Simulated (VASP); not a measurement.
Input of a VASP 6.6.1 run:

File INCAR:

```
ALGO = Normal
EDIFF = 1E-6
ENCUT = 600
GGA = PE
GGA_COMPAT = F
ISIF = 2
ISMEAR = -4
LASPH = T
LCHARG = F
LREAL = F
LWAVE = F
NBANDS = 10
NELM = 120
PREC = Accurate
SIGMA = 0.1
```

File KPOINTS:

```
k-points
0
Gamma
  10 10 10
```

The input POSCAR:

```
Os
1.0
    0.0000000000      1.9220413878      1.9220413878
    1.9220413878      0.0000000000      1.9220413878
    1.9220413878      1.9220413878      0.0000000000
Os
1
Direct
    0.0000000000      0.0000000000      0.0000000000
```

Potentials or basis: VASP PAW PBE potentials, release 64 (Os).

The run is started by

```bash
$ cat potpaw_PBE.64/Os/POTCAR > POTCAR
$ mpirun -np 1 vasp_std > vasp.out
```

Problem. Predict the band gap on the k mesh.

Solution. Zero (bands 4 and 5 overlap by 3.88 eV).

Problem. Predict the pressure.

Solution. 5.6 GPa.

Caveat: the cell stands under pressure; spin-orbit coupling is left out, which moves the levels of the heavy elements.
